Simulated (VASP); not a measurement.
# TiO (P-6m2) in VASP: notebook, part 2 of 2

VASP 6.6.1. Earlier steps stand in the parts before.

### Step 3. Single point, PBEsol (volume scaled by 1.06, then relaxed in part)

The input, INCAR:

```
SYSTEM = TiO
PREC = Accurate ; ENCUT = 520
EDIFF = 1E-6 ; ISMEAR = 0
SIGMA = 0.1 ; LREAL = .False.
LASPH = .True. ; NELM = 100
ALGO = Normal ; ISIF = 2
LWAVE = .False. ; LCHARG = .False.
GGA = PS ; NBANDS = 16
```

The input, KPOINTS:

```
Automatic mesh
0
Gamma
  18 18 16
  0 0 0
```

The input, POSCAR:

```
TiO
1.0
    2.8474945437      0.0000000000      0.0000000000
   -1.4237472718      2.4660026120      0.0000000000
    0.0000000000      0.0000000000      2.8410558305
Ti O
1 1
Direct
    0.6666666667      0.3333333333      0.0000000000
    0.0000000000      0.0000000000      0.5000000000
```

Potentials or basis: VASP PAW PBE potentials, release 64 (Ti_sv, O).

Launch:

```bash
$ cat potpaw_PBE.64/Ti_sv/POTCAR potpaw_PBE.64/O/POTCAR > POTCAR
$ mpirun -np 1 vasp_std > vasp.out
```

OUTCAR:

```text
SYSTEM = TiO
   PREC = Accurate
   ENCUT = 520
   EDIFF = 1E-6
   ISMEAR = 0
   LREAL = .False.
   LASPH = .True.
   NELM = 100
   ISIF = 2
   GGA = PS

 ion  position               nearest neighbor table
   1  0.667  0.333  0.000-   2 2.17   2 2.17   2 2.17   2 2.17   2 2.17   2 2.17
   2  0.000  0.000  0.500-   1 2.17   1 2.17   1 2.17   1 2.17   1 2.17   1 2.17

  LATTYP: Found a hexagonal cell.
 ALAT       =     2.8474945437
 C/A-ratio  =     0.9977388146

  Lattice vectors:

 A1 = (   2.8474945437,   0.0000000000,   0.0000000000)
 A2 = (  -1.4237472718,   2.4660026120,   0.0000000000)
 A3 = (   0.0000000000,   0.0000000000,   2.8410558305)

Analysis of symmetry for initial positions (statically):
=====================================================================
 Subroutine PRICEL returns:
 Original cell was already a primitive cell.

 Routine SETGRP: Setting up the symmetry group for a
 hexagonal supercell.

 Subroutine GETGRP returns: Found 12 space group operations
 (whereof 12 operations were pure point group operations)
 out of a pool of 24 trial point group operations.

The static configuration has the point symmetry D_3h.

Analysis of symmetry for dynamics (positions and initial velocities):
=====================================================================
 Subroutine PRICEL returns:
 Original cell was already a primitive cell.

 Routine SETGRP: Setting up the symmetry group for a
 hexagonal supercell.

 Subroutine GETGRP returns: Found 12 space group operations
 (whereof 12 operations were pure point group operations)
 out of a pool of 24 trial point group operations.

The dynamic configuration has the point symmetry D_3h.

 Subroutine INISYM returns: Found 12 space group operations
 (whereof 12 operations are pure point group operations),
 and found     1 'primitive' translations

----------------------------------------------------------------------------------------

                                     Primitive cell

[... 105 lines left out ...]
   ISMEAR =     0;   SIGMA  =   0.10  broadening in eV -4-tet -1-fermi 0-gaus
   EFERMI_NEDOS =   21; number of points for ismear=-14 and -15
   IALGO  =     38    algorithm
   IMIX   =      4    mixing-type and parameters
     AMIX     =   0.40;   BMIX     =  1.00
     AMIX_MAG =   1.60;   BMIX_MAG =  1.00
  volume/ion in A,a.u.               =       9.97        67.31
  Fermi-wavevector in a.u.,A,eV,Ry     =   1.581929  2.989412 34.048562  2.502499
  Thomas-Fermi vector in A             =   2.681930
   LORBIT       =      0    0 simple, 1 ext, 2 COOP (PROOUT), +10 PAW based schemes
   GGA     = PS    functional components
   LHFCALC =     F    Hartree Fock is set to
   AEXX    =    0.0000 exact exchange contribution
   IVDW    =     0    specifies the selected vdW correction
   LEPSILON=     F    determine dielectric tensor
   LRPA    =     F    only Hartree local field effects (RPA)
 non-spin polarized calculation
 Gauss-broadening in eV      SIGMA  =   0.10
  energy-cutoff  :      520.00
  volume of cell :       19.95
 maximum number of plane-waves:       551
 NGX is ok and might be reduce to    24
   NGX = 11   NGY = 11   NGZ = 11

 number of electron      18.0000004 magnetization

 Free energy of the ion-electron system (eV)
  ---------------------------------------------------
  ext. energy  EPLUGINS =         0.00000000
  ---------------------------------------------------
  free energy    TOTEN  =       -18.73012120 eV

  energy without entropy =      -18.72989620  energy(sigma->0) =      -18.73000870

 E-fermi :  10.8243     XC(G=0): -12.9227

 val. band max:       10.6661584854   @ k =   0.0556   0.0000   0.5000
 cond. band min:      10.8365274277   @ k =   0.0000   0.0000   0.5000
 fundamental gap:      0.1703689423
 Fermi energy:        10.8242683736

 k-point     1 :       0.0000    0.0000    0.0000
  band No.  band energies     occupation
      1     -46.7372      2.00000
      2     -23.0289      2.00000
      3     -22.6876      2.00000
      4     -22.6876      2.00000
      5     -10.7999      2.00000
      6       5.2766      2.00000
[... 433 lines left out ...]
      3     -22.9230      2.00000
      4     -22.9001      2.00000
      5      -9.5786      2.00000
      6       2.2299      2.00000
[... 8 lines left out ...]
     15      22.1292      0.00000
     16      25.2358      0.00000

 [... further k-points ...]
[... 5 lines left out ...]
  --------------------------------------------------------------------------------------
  -------------------------------------------------------------------------------------
  Total       -1.5749750     -1.5749750     -1.5553254     -0.0000000      0.0000000      0.0000000
  in kB     -126.4876300   -126.4876300   -124.9095532     -0.0000000      0.0000000      0.0000000
  external PRESSURE =    -125.9616044 kB  Pullay stress =       0.0000000 kB

 VOLUME and BASIS-vectors are now :
 -----------------------------------------------------------------------------
  energy-cutoff  :      520.00
  volume of cell :       19.95
      direct lattice vectors                 reciprocal lattice vectors
     2.847494544  0.000000000  0.000000000     0.351185923  0.202757287  0.000000000
    -1.423747272  2.466002612  0.000000000     0.000000000  0.405514575  0.000000000
     0.000000000  0.000000000  2.841055831     0.000000000  0.000000000  0.351981819

 POSITION                                       TOTAL-FORCE (eV/Angst)
 -----------------------------------------------------------------------------------
      1.42375      0.82200      0.00000        -0.000000      0.000000      0.000000
      0.00000      0.00000      1.42053         0.000000     -0.000000      0.000000
 -----------------------------------------------------------------------------------
    total drift:                               -0.000000      0.000000      0.000000

  FREE ENERGIE OF THE ION-ELECTRON SYSTEM (eV)
  ---------------------------------------------------
  free  energy   TOTEN  =       -18.7301212009 eV

  energy  without entropy=      -18.7298961955  energy(sigma->0) =      -18.73000870
```

OSZICAR:

```text
N       E                     dE             d eps       ncg     rms          rms(c)
DAV:   1     0.160496318496E+03    0.16050E+03   -0.97076E+03 10688   0.142E+03
DAV:   2    -0.883610752372E+01   -0.16933E+03   -0.16139E+03 11360   0.373E+02
DAV:   3    -0.212795390306E+02   -0.12443E+02   -0.12361E+02 18736   0.955E+01
DAV:   4    -0.215209788468E+02   -0.24144E+00   -0.24136E+00 11552   0.117E+01
DAV:   5    -0.215253831484E+02   -0.44043E-02   -0.44043E-02 13768   0.135E+00    0.141E+01
DAV:   6    -0.189348498941E+02    0.25905E+01   -0.95487E+00 15072   0.419E+01    0.538E+00
DAV:   7    -0.187510260657E+02    0.18382E+00   -0.61996E-01 13152   0.978E+00    0.347E+00
DAV:   8    -0.187368779836E+02    0.14148E-01   -0.23328E-01 14056   0.537E+00    0.801E-01
DAV:   9    -0.187301949859E+02    0.66830E-02   -0.54172E-02 11336   0.310E+00    0.628E-01
DAV:  10    -0.187302541161E+02   -0.59130E-04   -0.42336E-03 14416   0.845E-01    0.111E-01
DAV:  11    -0.187301247553E+02    0.12936E-03   -0.56804E-04 12208   0.286E-01    0.400E-02
DAV:  12    -0.187301230119E+02    0.17435E-05   -0.31352E-05 12528   0.581E-02    0.176E-02
DAV:  13    -0.187301208614E+02    0.21505E-05   -0.45221E-06 12072   0.194E-02    0.618E-03
DAV:  14    -0.187301212009E+02   -0.33950E-06   -0.62176E-07  7760   0.101E-02
   1 F= -.18730121E+02 E0= -.18730009E+02  d E =-.225005E-03
```

It took 84 s on 1 thread of Intel Xeon Platinum 8488C (Sapphire Rapids), shared host; peak memory 0.22 GiB.

What came out:

| Property | Result |
| --- | --- |
| Free energy | -18.7301 eV |
| Pressure | -12.6 GPa |
| Band gap on the k mesh | zero (band 9 reaches 10.90 eV, above the bottom of band 10 at 10.84 eV) |

Caveat: the PAW data sets were made with another functional, which shifts forces and pressure a little; semilocal functionals often make such compounds metallic where correlation or magnetic order opens a gap, which also shifts bond lengths.

### Step 4. Relaxation of shape and atoms at fixed volume, PBEsol (volume scaled by 1.03)

The input, INCAR:

```
SYSTEM = TiO
PREC = Accurate ; ENCUT = 600
EDIFF = 1E-6 ; ISMEAR = 0
SIGMA = 0.1 ; LREAL = .False.
LASPH = .True. ; NELM = 100
ALGO = Normal ; ISIF = 4
LWAVE = .False. ; LCHARG = .False.
GGA = PS ; IBRION = 2
NSW = 50 ; EDIFFG = -0.01
```

The input, KPOINTS:

```
regular mesh
0
Gamma
  18 18 16
  0 0 0
```

The input, POSCAR:

```
TiO
1.0
    2.8165003554      0.0000000000      0.0000000000
   -1.4082501777      2.4391608576      0.0000000000
    0.0000000000      0.0000000000      2.8217420367
Ti O
1 1
Direct
    0.6666666667      0.3333333333      0.0000000000
    0.0000000000      0.0000000000      0.5000000000
```

Launch:

```bash
$ cat potpaw_PBE.64/Ti_sv/POTCAR potpaw_PBE.64/O/POTCAR > POTCAR
$ mpirun -np 1 vasp_std > vasp.out
```

Wall time 47 s (1 thread of Intel Xeon Platinum 8488C (Sapphire Rapids), shared host); peak memory 0.23 GiB.

It converged, with:

```
Free energy               : -18.7652 eV
Energy gained by relaxing : 0.0 meV/atom
Ionic steps               : 2
Pressure after relaxing   : -6.7 GPa
Band gap on the k mesh    : zero (band 9 reaches 11.29 eV, above the bottom of band 10 at 11.22 eV)
```

Stress tensor (GPa, compression positive):
```
-6.71  0.00  0.00
 0.00 -6.71  0.00
 0.00  0.00 -6.58
```

Final structure:
```cif
data_structure
_symmetry_space_group_name_H-M 'P 1'
_symmetry_Int_Tables_number 1
_cell_length_a 2.8183
_cell_length_b 2.8183
_cell_length_c 2.8181
_cell_angle_alpha 90.000
_cell_angle_beta 90.000
_cell_angle_gamma 120.000
_cell_volume 19.39
loop_
_atom_site_label
_atom_site_type_symbol
_atom_site_fract_x
_atom_site_fract_y
_atom_site_fract_z
_atom_site_occupancy
Ti1 Ti 0.66667 0.33333 0.00000 1
O1 O 0.00000 0.00000 0.50000 1
```

Levels at points of the mesh, in eV from the Fermi level:
```csv
k point,band 5,band 6,band 7,band 8,band 9,band 10,band 11,band 12,band 13
"(0.00, 0.00, 0.00)",-21.82,-5.66,-5.66,-5.41,-2.96,1.52,1.67,1.67,2.09
"(0.50, 0.00, 0.00)",-20.52,-9.00,-6.47,-5.40,-2.47,1.60,1.95,2.75,2.94
"(0.00, 0.00, 0.50)",-20.55,-9.34,-5.30,-5.30,0.01,0.01,0.83,1.87,1.87
"(0.50, 0.00, 0.50)",-20.63,-8.03,-7.90,-6.63,-0.75,1.73,2.91,3.03,3.52
```

Caveat: the PAW data sets were made with another functional, which shifts forces and pressure a little; semilocal functionals often make such compounds metallic where correlation or magnetic order opens a gap, which also shifts bond lengths.

### Step 5. Relaxation of shape and atoms at fixed volume, PBEsol (volume scaled by 1.06)

The input, INCAR:

```
PREC     = Accurate       # precision mode
ENCUT    = 600            # plane-wave cutoff, eV
EDIFF    = 1E-6           # SCF threshold, eV
ISMEAR   = 0              # smearing method
SIGMA    = 0.1            # smearing width, eV
LREAL    = F              # projectors in reciprocal space
LASPH    = T              # aspherical terms in the spheres
NELM     = 60             # most SCF steps
ALGO     = Normal         # electronic algorithm
ISIF     = 4              # what is computed and relaxed
LWAVE    = F              # write WAVECAR
LCHARG   = F              # write CHGCAR
GGA      = PS             # functional
IBRION   = 2              # ionic algorithm
NSW      = 50             # ionic steps
EDIFFG   = -0.01          # ionic threshold
```

The input, KPOINTS:

```
regular mesh
0
Gamma
  18 18 16
```

The input, POSCAR:

```
TiO
1.0
    2.8456199587      0.0000000000      0.0000000000
   -1.4228099793      2.4643791737      0.0000000000
    0.0000000000      0.0000000000      2.8448002201
Ti O
1 1
Direct
    0.6666666667      0.3333333333      0.0000000000
    0.0000000000      0.0000000000      0.5000000000
```

Potentials or basis: VASP PAW PBE potentials, release 64 (Ti_sv, O).

Launch:

```bash
$ cat potpaw_PBE.64/Ti_sv/POTCAR potpaw_PBE.64/O/POTCAR > POTCAR
$ mpirun -np 1 vasp_std > vasp.out
```

OUTCAR:

```text
PREC = Accurate
   ENCUT = 600
   EDIFF = 1E-6
   ISMEAR = 0
   LREAL = F
   LASPH = T
   NELM = 60
   ISIF = 4
   GGA = PS
   IBRION = 2
   NSW = 50
   EDIFFG = -0.01

 ion  position               nearest neighbor table
   1  0.667  0.333  0.000-   2 2.17   2 2.17   2 2.17   2 2.17   2 2.17   2 2.17
   2  0.000  0.000  0.500-   1 2.17   1 2.17   1 2.17   1 2.17   1 2.17   1 2.17

  LATTYP: Found a hexagonal cell.
 ALAT       =     2.8456199587
 C/A-ratio  =     0.9997119297

  Lattice vectors:

 A1 = (   2.8456199587,   0.0000000000,   0.0000000000)
[... 612 lines left out ...]
     11      12.3188      0.00000
     12      13.1819      0.00000
     13      13.8194      0.00000

 [... further k-points ...]
[... 5 lines left out ...]
  --------------------------------------------------------------------------------------
  -------------------------------------------------------------------------------------
  Total       -1.5933857     -1.5933857     -1.5816033     -0.0000000     -0.0000000      0.0000000
  in kB     -127.9662029   -127.9662029   -127.0199479     -0.0000000     -0.0000000      0.0000000
  external PRESSURE =    -127.6507845 kB  Pullay stress =       0.0000000 kB

 VOLUME and BASIS-vectors are now :
 -----------------------------------------------------------------------------
  energy-cutoff  :      600.00
  volume of cell :       19.95
      direct lattice vectors                 reciprocal lattice vectors
     2.847351104 -0.000000000 -0.000000000     0.351203615  0.202767501 -0.000000000
    -1.423675552  2.465878389  0.000000000     0.000000000  0.405535003 -0.000000000
     0.000000000  0.000000000  2.841342084     0.000000000  0.000000000  0.351946359

 POSITION                                       TOTAL-FORCE (eV/Angst)
 -----------------------------------------------------------------------------------
      1.42368      0.82196     -0.00000        -0.000000     -0.000000     -0.000000
      2.84735     -0.00000      1.42067         0.000000      0.000000      0.000000
 -----------------------------------------------------------------------------------
    total drift:                               -0.000000      0.000000      0.000000

  FREE ENERGIE OF THE ION-ELECTRON SYSTEM (eV)
  ---------------------------------------------------
  free  energy   TOTEN  =       -18.7322466353 eV

  energy  without entropy=      -18.7320217806  energy(sigma->0) =      -18.73213421

 reached required accuracy - stopping structural energy minimisation
```

CONTCAR:

```text
TiO
   1.00000000000000
     2.8473511036561829   -0.0000000000021758   -0.0000000000000000
    -1.4236755517799453    2.4658783892145308    0.0000000000000000
     0.0000000000000000    0.0000000000000000    2.8413420835440637
  Ti              O
     1     1
Direct
     0.6666666667000030    0.3333333332999970    0.0000000000000000
     1.0000000000000000    0.0000000000000000    0.5000000000000000

  0.00000000E+00  0.00000000E+00  0.00000000E+00
  0.00000000E+00  0.00000000E+00  0.00000000E+00
```

Run time: 52 s. Hardware: 1 thread of Intel Xeon Platinum 8488C (Sapphire Rapids), shared host; peak memory 0.24 GiB.

What came out:

* Free energy: -18.7322 eV
* Energy gained by relaxing: 0.0 meV/atom
* Ionic steps: 2
* Pressure after relaxing: -12.8 GPa
* Band gap on the k mesh: zero (band 9 reaches 10.90 eV, above the bottom of band 10 at 10.84 eV)

Final structure:
```
CELL_PARAMETERS angstrom
2.84735 0.00000 0.00000
-1.42368 2.46588 0.00000
0.00000 0.00000 2.84134
ATOMIC_POSITIONS crystal
Ti 0.66667 0.33333 0.00000
O 0.00000 0.00000 0.50000
```

Caveat: the PAW data sets were made with another functional, which shifts forces and pressure a little; semilocal functionals often make such compounds metallic where correlation or magnetic order opens a gap, which also shifts bond lengths.

### Step 6. Overview

```tsv
task	cell	cutoff (eV)	gap on the mesh (eV)	pressure (GPa)
single point	a = 2.819, b = 2.819, c = 2.818 Å, angles 90.0, 90.0, 120.0°, 2 atoms	520	none	-6.5
single point	a = 2.847, b = 2.847, c = 2.841 Å, angles 90.0, 90.0, 120.0°, 2 atoms	520	none	-12.6
relaxation of shape and atoms at fixed volume	relaxed from a = 2.817, b = 2.817, c = 2.822 Å, angles 90.0, 90.0, 120.0°, 2 atoms	600	none	-6.7
relaxation of shape and atoms at fixed volume	relaxed from a = 2.846, b = 2.846, c = 2.845 Å, angles 90.0, 90.0, 120.0°, 2 atoms	600	none	-12.8
```

Alike in all rows: level PBEsol; potentials or basis VASP PAW PBE potentials, release 64 (Ti_sv, O); no spin polarisation; k mesh 18 × 18 × 16; smearing gaussian 0.1 eV.

Caveats: the PAW data sets were made with another functional, which shifts forces and pressure a little; semilocal functionals often make such compounds metallic where correlation or magnetic order opens a gap, which also shifts bond lengths.

Total energies depend on the potentials used, so only differences within one code and one set of settings carry meaning.
